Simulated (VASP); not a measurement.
Wanted: the native input for a VASP 6.6.1 run.

| Property | Result |
| --- | --- |
| Task | relaxation of cell and atoms |
| Functional | LDA |
| Potentials or basis | VASP PAW LDA potentials, release 64 (Y_sv, B) |
| Cutoff | 600 eV |
| k mesh | 10 × 10 × 10 |
| Occupations | fermi-dirac, width 0.15 eV |
| Spin | no spin polarisation |
| Dipole correction | no |
| Further INCAR settings | ALGO = Normal; EDIFF = 1e-06; IBRION = 2; EDIFFG = -0.001; NSW = 80; ISIF = 3 |

The structure of YB6 lies in POSCAR:

```
YB6
1.0
    4.0407192404      0.0000000000      0.0000000000
    0.0000000000      4.0407192404      0.0000000000
    0.0000000000      0.0000000000      4.0407192404
Y B
1 6
Direct
    0.0000000000      0.0000000000      0.0000000000
    0.1990072954      0.5000000000      0.5000000000
    0.5000000000      0.1990072954      0.5000000000
    0.8009927046      0.5000000000      0.5000000000
    0.5000000000      0.8009927046      0.5000000000
    0.5000000000      0.5000000000      0.1990072954
    0.5000000000      0.5000000000      0.8009927046
```

These files were run (other wordings do the same):

INCAR

```
ALGO = Normal ; EDIFF = 1E-6
EDIFFG = -0.001 ; ENCUT = 600
GGA = CA ; IBRION = 2
ISIF = 3 ; ISMEAR = -1
LASPH = True ; LCHARG = False
LREAL = False ; LWAVE = False
NELM = 100 ; NSW = 80
PREC = Accurate ; SIGMA = 0.15
```

KPOINTS

```
k-points
0
Gamma
  10 10 10
```

Potentials or basis: VASP PAW LDA potentials, release 64 (Y_sv, B).

Command:

```sh
$ cat potpaw_LDA.64/Y_sv/POTCAR potpaw_LDA.64/B/POTCAR > POTCAR
$ mpirun -np 1 vasp_std > vasp.out
```

Results of the run:

| Item | Value |
| --- | --- |
| Relaxed volume | 9.44 Å³/atom |
| Relaxed cell | a = 4.043 Å, b = 4.043 Å, c = 4.043 Å, α = 90.00°, β = 90.00°, γ = 90.00° |
| Space group after relaxing (to 0.1 Å) | Pm-3m (No. 221) |
| Energy gained by relaxing | 0.0 meV/atom |
| Ionic steps | 5 |
| Pressure after relaxing | 0.0 GPa |
| Band gap on the k mesh | zero (an odd number of electrons rules out a gap without spin polarisation) |

It took 69 s on 1 thread of Intel(R) Xeon(R) 6975P-C (Granite Rapids) (shared host), peak memory 0.21 GiB.
